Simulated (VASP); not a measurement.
P, 2 atoms in the cell. The cell holds a slab with vacuum, 2 atoms: a = 3.010 Å, b = 3.010 Å, c = 28.000 Å, α = 90.00°, β = 90.00°, γ = 120.00°. 

```yaml
Program: VASP 6.6.1
Task: single point
Functional: PBE
Dispersion: D3(BJ)
Potentials_or_basis: VASP PAW PBE potentials, release 64 (P)
Cutoff: 520 eV
k_mesh: 9 × 9 × 1
Occupations: gaussian, width 0.02 eV
Spin: no spin polarisation
Dipole_correction: yes
Further_INCAR_settings: ALGO = Normal; EDIFF = 1e-06; NBANDS = 12
```

Potentials or basis: VASP PAW PBE potentials, release 64 (P).

The run is started by

```sh
$ cat potpaw_PBE.64/P/POTCAR > POTCAR
$ mpirun -np 1 vasp_std > vasp.out
```

Hardware: 1 thread of Intel(R) Xeon(R) Platinum 8559C (Emerald Rapids) (shared host).

Task: How long does it take, and how much memory?

Result: Run time: 41 s on 1 thread of Intel(R) Xeon(R) Platinum 8559C (Emerald Rapids) (shared host), peak memory 0.33 GiB. Counts: scf iterations 21, k points 12.
